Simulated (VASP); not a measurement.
# Ta (Pm-3n) in VASP: relaxation of cell and atoms with PBE

Aim: the relaxation of cell and atoms of Ta with PBE.

Program: VASP 6.6.1. These are calculated values, not measurements. Logs are shortened: lines on timing, memory, paths and dates and some standing lists are left out, and cuts for length are marked.

### Step 1. The cell of the first run

It takes space group Pm-3n (No. 223, cubic). Conventional cell: a = 5.312 Å, b = 5.312 Å, c = 5.312 Å, α = 90.00°, β = 90.00°, γ = 90.00°. Within 3.9 Å of Ta (site symmetry m-3) lie 12 Ta at 2.97 Å. Within 3.5 Å of Ta (site symmetry -4m2) lie 14 Ta at 2.66 to 3.25 Å.

### Step 2. Relaxation of cell and atoms, PBE

INCAR

```
SYSTEM = Ta
  PREC = Accurate
  ENCUT = 600
  EDIFF = 1E-7
  ISMEAR = 0
  SIGMA = 0.1
  LREAL = .FALSE.
  LASPH = .TRUE.
  NELM = 100
  ALGO = Normal
  ISIF = 3
  LWAVE = .FALSE.
  LCHARG = .FALSE.
  GGA = PE
  IBRION = 2
  NSW = 100
  EDIFFG = -0.01
```

KPOINTS

```
regular mesh
0
G
  8 8 8
  0 0 0
```

POSCAR

```
Ta
1.0
    5.3121625516      0.0000000000      0.0000000000
    0.0000000000      5.3121625516      0.0000000000
    0.0000000000      0.0000000000      5.3121625516
Ta
8
Direct
    0.5000000000      0.5000000000      0.5000000000
    0.0000000000      0.0000000000      0.0000000000
    0.2500000000      0.0000000000      0.5000000000
    0.5000000000      0.2500000000      0.0000000000
    0.5000000000      0.7500000000      0.0000000000
    0.7500000000      0.0000000000      0.5000000000
    0.0000000000      0.5000000000      0.7500000000
    0.0000000000      0.5000000000      0.2500000000
```

Potentials or basis: VASP PAW PBE potentials, release 64 (Ta_pv).

Command:

```console
> cat potpaw_PBE.64/Ta_pv/POTCAR > POTCAR
> mpirun -np 1 vasp_std > vasp.out
```

OUTCAR:

```text
SYSTEM = Ta
   PREC = Accurate
   ENCUT = 600
   EDIFF = 1E-7
   ISMEAR = 0
   LREAL = .FALSE.
   LASPH = .TRUE.
   NELM = 100
   ISIF = 3
   GGA = PE
   IBRION = 2
   NSW = 100
   EDIFFG = -0.01

 ion  position               nearest neighbor table
   1  0.500  0.500  0.500-   3 2.97   4 2.97   5 2.97   6 2.97   7 2.97   8 2.97   4 2.97   5 2.97
                             3 2.97   6 2.97   7 2.97   8 2.97
   2  0.000  0.000  0.000-   3 2.97   4 2.97   5 2.97   6 2.97   7 2.97   8 2.97   3 2.97   6 2.97
                             7 2.97   8 2.97   4 2.97   5 2.97
   3  0.250  0.000  0.500-   6 2.66   6 2.66   1 2.97   2 2.97   1 2.97   2 2.97   8 3.25   7 3.25
                             8 3.25   7 3.25   4 3.25   5 3.25   4 3.25   5 3.25
   4  0.500  0.250  0.000-   5 2.66   5 2.66   1 2.97   1 2.97   2 2.97   2 2.97   8 3.25   7 3.25
                             7 3.25   8 3.25   6 3.25   3 3.25   3 3.25   6 3.25
   5  0.500  0.750  0.000-   4 2.66   4 2.66   1 2.97   1 2.97   2 2.97   2 2.97   8 3.25   7 3.25
                             7 3.25   8 3.25   6 3.25   3 3.25   3 3.25   6 3.25
   6  0.750  0.000  0.500-   3 2.66   3 2.66   1 2.97   2 2.97   1 2.97   2 2.97   8 3.25   7 3.25
                             8 3.25   7 3.25   5 3.25   4 3.25   4 3.25   5 3.25
   7  0.000  0.500  0.750-   8 2.66   8 2.66   1 2.97   2 2.97   2 2.97   1 2.97   3 3.25   4 3.25
                             5 3.25   3 3.25   6 3.25   6 3.25   4 3.25   5 3.25
   8  0.000  0.500  0.250-   7 2.66   7 2.66   1 2.97   2 2.97   2 2.97   1 2.97   3 3.25   4 3.25
                             5 3.25   3 3.25   6 3.25   6 3.25   4 3.25   5 3.25

  LATTYP: Found a simple cubic cell.
 ALAT       =     5.3121625516

  Lattice vectors:

 A1 = (   5.3121625516,   0.0000000000,   0.0000000000)
 A2 = (   0.0000000000,   5.3121625516,   0.0000000000)
 A3 = (   0.0000000000,   0.0000000000,   5.3121625516)

Analysis of symmetry for initial positions (statically):
=====================================================================
 Subroutine PRICEL returns:
 Original cell was already a primitive cell.

 Routine SETGRP: Setting up the symmetry group for a
 simple cubic supercell.

 Subroutine GETGRP returns: Found 48 space group operations
 (whereof 24 operations were pure point group operations)
 out of a pool of 48 trial point group operations.

The static configuration has the point symmetry T_h .
 The point group associated with its full space group is O_h .

Analysis of symmetry for dynamics (positions and initial velocities):
=====================================================================
 Subroutine PRICEL returns:
 Original cell was already a primitive cell.

 Routine SETGRP: Setting up the symmetry group for a
 simple cubic supercell.

 Subroutine GETGRP returns: Found 48 space group operations
 (whereof 24 operations were pure point group operations)
 out of a pool of 48 trial point group operations.

The dynamic configuration has the point symmetry T_h .
 The point group associated with its full space group is O_h .

 Subroutine INISYM returns: Found 48 space group operations
 (whereof 24 operations are pure point group operations),
 and found     1 'primitive' translations

----------------------------------------------------------------------------------------

                                     Primitive cell

  volume of cell :     149.9043

  direct lattice vectors                    reciprocal lattice vectors
     5.312162552  0.000000000  0.000000000     0.188247252  0.000000000  0.000000000
     0.000000000  5.312162552  0.000000000     0.000000000  0.188247252  0.000000000
     0.000000000  0.000000000  5.312162552     0.000000000  0.000000000  0.188247252

  length of vectors
     5.312162552  5.312162552  5.312162552     0.188247252  0.188247252  0.188247252

  position of ions in fractional coordinates (direct lattice)
     0.500000000  0.500000000  0.500000000
     0.000000000  0.000000000  0.000000000
     0.250000000  0.000000000  0.500000000
     0.500000000  0.250000000  0.000000000
     0.500000000  0.750000000  0.000000000
     0.750000000  0.000000000  0.500000000
     0.000000000  0.500000000  0.750000000
     0.000000000  0.500000000  0.250000000

  ion indices of the primitive-cell ions
   primitive index   ion index
                 1           1
                 2           2
                 3           3
                 4           4
                 5           5
                 6           6
                 7           7
                 8           8

----------------------------------------------------------------------------------------

 KPOINTS: regular mesh

Automatic generation of k-mesh.
 Grid dimensions read from file:
 generate k-points for:    8    8    8

 Generating k-lattice:

  Cartesian coordinates                     Fractional coordinates (reciprocal lattice)
     0.023530906  0.000000000  0.000000000     0.125000000  0.000000000  0.000000000
     0.000000000  0.023530906  0.000000000     0.000000000  0.125000000  0.000000000
     0.000000000  0.000000000  0.023530906     0.000000000  0.000000000  0.125000000

  Length of vectors
     0.023530906  0.023530906  0.023530906

  Shift w.r.t. Gamma in fractional coordinates (k-lattice)
     0.000000000  0.000000000  0.000000000

 Subroutine IBZKPT returns following result:
 ===========================================

 Found     35 irreducible k-points:

 Following reciprocal coordinates:
            Coordinates               Weight
  0.000000  0.000000  0.000000      1.000000
  0.125000  0.000000  0.000000      6.000000
  0.250000  0.000000  0.000000      6.000000
  0.375000  0.000000  0.000000      6.000000
  0.500000  0.000000  0.000000      3.000000
  0.125000  0.125000  0.000000     12.000000
[... 16 lines left out ...]
  0.375000  0.375000  0.125000     24.000000
  0.500000  0.375000  0.125000     24.000000
 [... further k-points ...]
   k-points           NKPTS =     35   k-points in BZ     NKDIM =     35   number of bands    NBANDS=     52
   number of dos      NEDOS =    301   number of ions     NIONS =      8
   total plane-waves  NPLWV =  74088
   dimension x,y,z NGX =    42 NGY =   42 NGZ =   42
   dimension x,y,z NGXF=    84 NGYF=   84 NGZF=   84
   ions per type =               8
   NGX,Y,Z   is equivalent  to a cutoff of  13.14, 13.14, 13.14 a.u.
   NGXF,Y,Z  is equivalent  to a cutoff of  26.29, 26.29, 26.29 a.u.
 SYSTEM =  Ta
   PREC   = accura    normal or accurate (medium, high low for compatibility)
   ISTART =      0    job   : 0-new  1-cont  2-samecut
   ICHARG =      2    charge: 1-file 2-atom 10-const
   ISPIN  =      1    spin polarized calculation?
   LNONCOLLINEAR =      F non collinear calculations
   LSORBIT =      F    spin-orbit coupling
   LASPH  =      T    aspherical Exc in radial PAW
   ENCUT  =  600.0 eV  44.10 Ry    6.64 a.u.  10.61 10.61 10.61*2*pi/ulx,y,z
   NELM   =    100;   NELMIN=  2; NELMDL= -5     # of ELM steps
   EDIFF  = 0.1E-06   stopping-criterion for ELM
   LREAL  =      F    real-space projection
   EDIFFG = -.1E-01   stopping-criterion for IOM
   NSW    =    100    number of steps for IOM
   IBRION =      2    ionic relax: 0-MD 1-quasi-New 2-CG
   NFREE  =      1    steps in history (QN), initial steepest desc. (CG)
   ISIF   =      3    stress and relaxation
   ISYM   =      2    0-nonsym 1-usesym 2-fastsym
   POTIM  = 0.5000    time-step for ionic-motion
   TEBEG  =    0.0;   TEEND  =   0.0 temperature during run
   PSTRESS=    0.0 pullay stress
   NELECT =      88.0000    total number of electrons
   NUPDOWN=      -1.0000    fix difference up-down
   EMIN   =  10.00;   EMAX   =-10.00  energy-range for DOS
   EFERMI =   0.00;   METHOD = LEGACY
   ISMEAR =     0;   SIGMA  =   0.10  broadening in eV -4-tet -1-fermi 0-gaus
   EFERMI_NEDOS =   21; number of points for ismear=-14 and -15
   IALGO  =     38    algorithm
   IMIX   =      4    mixing-type and parameters
     AMIX     =   0.40;   BMIX     =  1.00
     AMIX_MAG =   1.60;   BMIX_MAG =  1.00
  volume/ion in A,a.u.               =      18.74       126.45
  Fermi-wavevector in a.u.,A,eV,Ry     =   1.370769  2.590378 25.565462  1.879008
  Thomas-Fermi vector in A             =   2.496526
   LORBIT       =      0    0 simple, 1 ext, 2 COOP (PROOUT), +10 PAW based schemes
   GGA     = PE    functional components
   LHFCALC =     F    Hartree Fock is set to
   AEXX    =    0.0000 exact exchange contribution
   IVDW    =     0    specifies the selected vdW correction
   LEPSILON=     F    determine dielectric tensor
   LRPA    =     F    only Hartree local field effects (RPA)
 conjugate gradient relaxation of ions
 non-spin polarized calculation
 Gauss-broadening in eV      SIGMA  =   0.10
  energy-cutoff  :      600.00
  volume of cell :      149.90
 maximum number of plane-waves:      5056
   NGX = 21   NGY = 21   NGZ = 21

 number of electron      87.9999994 magnetization

 Free energy of the ion-electron system (eV)
  ---------------------------------------------------
  ext. energy  EPLUGINS =         0.00000000
  ---------------------------------------------------
  free energy    TOTEN  =       -94.28857883 eV

  energy without entropy =      -94.25892694  energy(sigma->0) =      -94.27375289

 E-fermi :   5.2567     XC(G=0): -12.4151

 val. band max:        5.2529213741   @ k =   0.5000   0.5000   0.3750
 cond. band min:       5.2995628335   @ k =   0.3750   0.3750   0.2500
 fundamental gap:      0.0466414594
 Fermi energy:         5.2566606863

 k-point     1 :       0.0000    0.0000    0.0000
  band No.  band energies     occupation
      1     -29.4072      2.00000
      2     -29.4072      2.00000
      3     -29.2878      2.00000
      4     -29.0293      2.00000
      5     -29.0293      2.00000
      6     -29.0293      2.00000
[... 44 lines left out ...]
     51       8.2199      0.00000
     52       8.2726      0.00000

 k-point     2 :       0.1250    0.0000    0.0000
  band No.  band energies     occupation
      1     -29.4118      2.00000
      2     -29.3813      2.00000
      3     -29.2711      2.00000
      4     -29.0255      2.00000
      5     -29.0255      2.00000
      6     -29.0001      2.00000
[... 44 lines left out ...]
     51       8.1927      0.00000
     52       8.2175      0.00000

 k-point     3 :       0.2500    0.0000    0.0000
  band No.  band energies     occupation
      1     -29.4196      2.00000
      2     -29.3700      2.00000
      3     -29.1571      2.00000
      4     -29.0164      2.00000
      5     -29.0164      2.00000
      6     -28.9171      2.00000
[... 44 lines left out ...]
     51       7.8933      0.00000
     52       7.8942      0.00000
[... 1046 lines left out ...]
 k-point    23 :       0.3750    0.3750    0.1250
  band No.  band energies     occupation
      1     -29.3935      2.00000
      2     -29.0282      2.00000
      3     -29.0022      2.00000
      4     -28.9320      2.00000
      5     -28.8885      2.00000
      6     -28.8500      2.00000
[... 44 lines left out ...]
     51       7.2326      0.00000
     52       7.7546      0.00000

 k-point    24 :       0.5000    0.3750    0.1250
  band No.  band energies     occupation
      1     -29.3990      2.00000
      2     -29.0203      2.00000
      3     -28.9200      2.00000
      4     -28.9173      2.00000
      5     -28.8440      2.00000
      6     -28.8351      2.00000
[... 44 lines left out ...]
     51       7.2083      0.00000
     52       7.4776      0.00000

 [... further k-points ...]

------------------------ aborting loop because EDIFF is reached ----------------------------------------

  FORCE on cell =-STRESS in cart. coord.  units (eV):
  Direction    XX          YY          ZZ          XY          YZ          ZX
  --------------------------------------------------------------------------------------
  -------------------------------------------------------------------------------------
  Total        0.0681403      0.0681403      0.0681403      0.0000000      0.0000000     -0.0000000
  in kB        0.7282840      0.7282840      0.7282840      0.0000000      0.0000000     -0.0000000
  external PRESSURE =       0.7282840 kB  Pullay stress =       0.0000000 kB

 VOLUME and BASIS-vectors are now :
 -----------------------------------------------------------------------------
  energy-cutoff  :      600.00
  volume of cell :      149.90
      direct lattice vectors                 reciprocal lattice vectors
     5.312162552  0.000000000  0.000000000     0.188247252  0.000000000  0.000000000
     0.000000000  5.312162552  0.000000000     0.000000000  0.188247252  0.000000000
     0.000000000  0.000000000  5.312162552     0.000000000  0.000000000  0.188247252

 POSITION                                       TOTAL-FORCE (eV/Angst)
 -----------------------------------------------------------------------------------
      2.65608      2.65608      2.65608        -0.000000      0.000000      0.000000
      0.00000      0.00000      0.00000        -0.000000      0.000000      0.000000
      1.32804      0.00000      2.65608         0.000000     -0.000000     -0.000000
      2.65608      1.32804      0.00000        -0.000000     -0.000000     -0.000000
      2.65608      3.98412      0.00000        -0.000000      0.000000      0.000000
      3.98412      0.00000      2.65608        -0.000000      0.000000      0.000000
      0.00000      2.65608      3.98412         0.000000     -0.000000      0.000000
      0.00000      2.65608      1.32804        -0.000000      0.000000     -0.000000
 -----------------------------------------------------------------------------------
    total drift:                                0.000000     -0.000000     -0.000000

  FREE ENERGIE OF THE ION-ELECTRON SYSTEM (eV)
  ---------------------------------------------------
  free  energy   TOTEN  =       -94.2885788348 eV

  energy  without entropy=      -94.2589269395  energy(sigma->0) =      -94.27375289

 reached required accuracy - stopping structural energy minimisation
```

Wall time 6.8 min (1 thread of Intel Xeon Platinum 8488C (Sapphire Rapids), shared host); peak memory 0.38 GiB.

Results:

- Free energy: -94.2886 eV
- Pressure after relaxing: 0.1 GPa
- Band gap on the k mesh: zero (band 44 reaches 5.31 eV, above the bottom of band 45 at 5.14 eV)

Final structure:
```cif
data_structure
_symmetry_space_group_name_H-M 'P 1'
_symmetry_Int_Tables_number 1
_cell_length_a 5.3122
_cell_length_b 5.3122
_cell_length_c 5.3122
_cell_angle_alpha 90.000
_cell_angle_beta 90.000
_cell_angle_gamma 90.000
_cell_volume 149.90
loop_
_atom_site_label
_atom_site_type_symbol
_atom_site_fract_x
_atom_site_fract_y
_atom_site_fract_z
_atom_site_occupancy
Ta1 Ta 0.50000 0.50000 0.50000 1
Ta2 Ta 0.00000 0.00000 0.00000 1
Ta3 Ta 0.25000 0.00000 0.50000 1
Ta4 Ta 0.50000 0.25000 0.00000 1
Ta5 Ta 0.50000 0.75000 0.00000 1
Ta6 Ta 0.75000 0.00000 0.50000 1
Ta7 Ta 0.00000 0.50000 0.75000 1
Ta8 Ta 0.00000 0.50000 0.25000 1
```

Caveat: the relaxation stopped at its first step, so nothing moved; spin-orbit coupling is left out, which moves the levels of the heavy elements.
